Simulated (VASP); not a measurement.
Input of a VASP 6.6.1 run:

Contents of INCAR:

```
SYSTEM = CdAg3
  PREC = Accurate
  ENCUT = 520
  EDIFF = 1E-7
  ISMEAR = -1
  SIGMA = 0.1
  LREAL = .FALSE.
  LASPH = .TRUE.
  NELM = 80
  ALGO = Normal
  ISIF = 2
  LWAVE = .FALSE.
  LCHARG = .FALSE.
  LDIPOL = .TRUE.
  IDIPOL = 3
  DIPOL = 0.5 0.5 0.500
  GGA = CA
  NBANDS = 30
```

The input KPOINTS:

```
regular mesh
0
G
  12 8 1
  0 0 0
```

Contents of POSCAR:

```
CdAg3
1.0
    2.8289222034      0.0000000000      0.0000000000
    0.0000000000      4.0007001470      0.0000000000
    0.0000000000      0.0000000000     20.2434000000
Cd Ag
1 3
Direct
    0.2500000000      0.2500000000      0.4000573963
    0.7500000000      0.7500000000      0.4616121522
    0.2500000000      0.2500000000      0.5383878476
    0.7500000000      0.7500000000      0.5999426035
```

Potentials or basis: VASP PAW LDA potentials, release 64 (Cd, Ag).

The run is started by

```console
$ cat potpaw_LDA.64/Cd/POTCAR potpaw_LDA.64/Ag/POTCAR > POTCAR
$ mpirun -np 1 vasp_std > vasp.out
```

Question: Predict the largest force.

Answer: 0.482 eV/Å.

Question: Estimate the band gap on the k mesh.

Answer: Zero (an odd number of electrons rules out a gap without spin polarisation).

Forces on the atoms (eV/Å):
```
Cd   0.000  0.000 -0.482
Ag   0.000  0.000  0.218
Ag   0.000  0.000  0.275
Ag   0.000  0.000 -0.010
```
